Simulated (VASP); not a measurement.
Set up this calculation in VASP 6.6.1, as the native input.

* Task: single point
* Functional: BLYP
* Potentials or basis: VASP PAW PBE potentials, release 64 (Zr_sv)
* Cutoff: 520 eV
* k mesh: 14 × 14 × 14
* Occupations: fermi-dirac, width 0.1 eV
* Spin: no spin polarisation
* Dipole correction: no
* Further INCAR settings: ALGO = Normal; EDIFF = 1e-07; NBANDS = 12

The structure of Zr lies in POSCAR:

```
Zr
1.0
   -1.7350514031      1.7350514031      1.7350514031
    1.7350514031     -1.7350514031      1.7350514031
    1.7350514031      1.7350514031     -1.7350514031
Zr
1
Direct
    0.0000000000      0.0000000000      0.0000000000
```

This isn't the form of Zr at room conditions, which is hcp.

One way to write it, as run:

INCAR

```
SYSTEM = Zr
AGGAC = 1.0
AGGAX = 1.0
ALDAC = 0.0
ALDAX = 1.0
ALGO = Normal
EDIFF = 1E-7
ENCUT = 520
GGA = B5
ISIF = 2
ISMEAR = -1
LASPH = .True.
LCHARG = .True.
LELF = .True.
LREAL = .False.
LVHAR = .True.
LWAVE = .False.
NBANDS = 12
NELM = 100
PREC = Accurate
SIGMA = 0.1
```

KPOINTS

```
k-points
0
Gamma
  14 14 14
  0 0 0
```

Potentials or basis: VASP PAW PBE potentials, release 64 (Zr_sv).

Command:

```console
$ cat potpaw_PBE.64/Zr_sv/POTCAR > POTCAR
$ mpirun -np 1 vasp_std > vasp.out
```

Results of the run:

| Item | Value |
| --- | --- |
| Pressure | 13.0 GPa |
| Band gap on the k mesh | zero (bands 6 and 7 overlap by 1.73 eV) |

Caveat: the cell stands under pressure; the PAW data sets were made with another functional, which shifts forces and pressure a little.

Wall time 43 s on 1 thread of Intel Xeon 8259CL (shared host), peak memory 0.15 GiB.
